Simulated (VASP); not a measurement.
Input of a VASP 6.6.1 run:

INCAR

```
  PREC = Accurate
  ENCUT = 520
  EDIFF = 1E-6
  ISMEAR = -1
  SIGMA = 0.05
  LREAL = F
  LASPH = T
  NELM = 100
  ALGO = Normal
  ISIF = 2
  LWAVE = F
  LCHARG = T
  GGA = PE
  LELF = T
  LVHAR = T
  NBANDS = 31
```

Contents of KPOINTS:

```
Automatic mesh
0
Gamma
  6 6 8
```

File POSCAR:

```
HfO2
1.0
    4.7484772721      0.0000000000      0.0000000000
    0.0000000000      4.7484772721      0.0000000000
    0.0000000000      0.0000000000      3.1620936750
Hf O
2 4
Direct
    0.5000000000      0.5000000000      0.5000000000
    0.0000000000      0.0000000000      0.0000000000
    0.8050448800      0.1949551200      0.5000000000
    0.6949551200      0.6949551200      0.0000000000
    0.3050448800      0.3050448800      0.0000000000
    0.1949551200      0.8050448800      0.5000000000
```

Potentials or basis: VASP PAW PBE potentials, release 64 (Hf_pv, O).

Command:

```console
$ cat potpaw_PBE.64/Hf_pv/POTCAR potpaw_PBE.64/O/POTCAR > POTCAR
$ mpirun -np 1 vasp_std > vasp.out
```

Problem. What does it give for the band gap on the k mesh?

Solution. 4.14 eV, direct.

Problem. What does it give for the largest force?

Solution. 0.171 eV/Å.

Problem. What does it give for the pressure?

Solution. 16.5 GPa.

Forces in eV/Å, atoms in the order of the input:
```
Hf   0.000  0.000  0.000
Hf   0.000  0.000  0.000
O   -0.121  0.121  0.000
O    0.121  0.121  0.000
O   -0.121 -0.121  0.000
O    0.121 -0.121  0.000
```

Caveat: spin-orbit coupling is left out, which moves the levels of the heavy elements. A k mesh can miss the band edges.
